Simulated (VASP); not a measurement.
A run of VASP 6.6.1 is set up as follows.

INCAR

```
PREC     = Accurate       # precision mode
ENCUT    = 520            # plane-wave cutoff, eV
EDIFF    = 1E-6           # SCF threshold, eV
ISMEAR   = 0              # smearing method
SIGMA    = 0.05           # smearing width, eV
LREAL    = F              # projectors in reciprocal space
LASPH    = T              # aspherical terms in the spheres
NELM     = 60             # most SCF steps
ALGO     = Normal         # electronic algorithm
ISIF     = 2              # what is computed and relaxed
LWAVE    = F              # write WAVECAR
LCHARG   = T              # write CHGCAR
GGA      = CA             # functional
LELF     = T              # ELF
LVHAR    = T            
NBANDS   = 23             # bands
```

File KPOINTS:

```
regular mesh
0
Gamma
  8 8 8
```

File POSCAR:

```
CsO
1.0
   -2.1069750000      3.1346250000      3.7585000000
    2.1069750000     -3.1346250000      3.7585000000
    2.1069750000      3.1346250000     -3.7585000000
Cs O
2 2
Direct
    0.2500000000      0.2500000000      0.0000000000
    0.7500000000      0.7500000000      0.0000000000
    0.6200000000      0.0000000000      0.6200000000
    0.3800000000      0.0000000000      0.3800000000
```

Potentials or basis: VASP PAW LDA potentials, release 64 (Cs_sv, O).

Command:

```sh
$ cat potpaw_LDA.64/Cs_sv/POTCAR potpaw_LDA.64/O/POTCAR > POTCAR
$ mpirun -np 1 vasp_std > vasp.out
```

**Question.** Estimate the band gap on the k mesh.

**Answer.** 1.65 eV (least direct gap 1.81 eV).

**Question.** Estimate the largest force.

**Answer.** 0.530 eV/Å.

Stress tensor (GPa, compression positive):
```
-1.17  0.00  0.00
 0.00 -2.13  0.00
 0.00  0.00 -2.23
```

Caveat: the cell differs from its parent crystal (strain -0.025 along x and y, +0.000 along z); spin-orbit coupling is left out, which moves the levels of the heavy elements. A k mesh can miss the band edges.
